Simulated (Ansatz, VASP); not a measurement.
Zn in VASP and in Ansatz

File INCAR:

```
SYSTEM = Zn
PREC     = Accurate       ! precision mode
ENCUT    = 520            ! plane-wave cutoff, eV
EDIFF    = 1E-6           ! SCF threshold, eV
ISMEAR   = -1             ! smearing method
SIGMA    = 0.1            ! smearing width, eV
LREAL    = .FALSE.        ! projectors in reciprocal space
LASPH    = .TRUE.         ! aspherical terms in the spheres
NELM     = 100            ! most SCF steps
ALGO     = Normal         ! electronic algorithm
ISIF     = 2              ! what is computed and relaxed
LWAVE    = .FALSE.        ! write WAVECAR
LCHARG   = .TRUE.         ! write CHGCAR
GGA      = PS             ! functional
LELF     = .TRUE.         ! ELF
LVHAR    = .TRUE.       
NBANDS   = 12             ! bands
```

Contents of KPOINTS:

```
Automatic mesh
0
G
  16 16 16
  0 0 0
```

File POSCAR:

```
Zn
1.0
   -1.5292143923      1.5292143923      1.5292143923
    1.5292143923     -1.5292143923      1.5292143923
    1.5292143923      1.5292143923     -1.5292143923
Zn
1
Direct
    0.0000000000      0.0000000000      0.0000000000
```

Input for Ansatz:

```yaml
crystal:
  lattice:
    - [-1.5292143923, 1.5292143923, 1.5292143923]
    - [1.5292143923, -1.5292143923, 1.5292143923]
    - [1.5292143923, 1.5292143923, -1.5292143923]
  atoms:
    - { symbol: Zn, position: [0.0, 0.0, 0.0] }
hamiltonian:
  xc: pbesol
  pseudopotentials:
    kind: paw
    azcp:
      Zn: "pseudopotentials/Zn.paw.azcp"
basis:
  ecutwfc: 420
  fft_grid_basis: typed
kpoints:
  mp_grid: { grid: [16, 16, 16], shift: [0, 0, 0] }
magnetization:
  spin_polarized: false
scf:
  occupations: { method: fermi_dirac, width: 0.1 }
  lower_state_search: "off"
output:
  stress: true
```

Alike in both runs: task single point; functional PBEsol; k mesh 16 × 16 × 16; occupations fermi-dirac, width 0.1 eV; no spin polarisation.

|  | VASP | Ansatz |
| --- | --- | --- |
| version | VASP 6.6.1 | Ansatz 0.2.0 |
| potentials or method | VASP PAW PBE potentials, release 64 (Zn), cutoff 520 eV | plane waves (420 eV) with PAW, scalar-relativistic |
| valence electrons in the cell | 12 | 12 |

Ansatz gave:

```
pressure (GPa) : 0.2
```

Question: Which values does VASP return?

Answer: Pressure (GPa): 0.6.

VASP's potentials were made for PBE, not for PBEsol, and Ansatz warns of the same on its side.
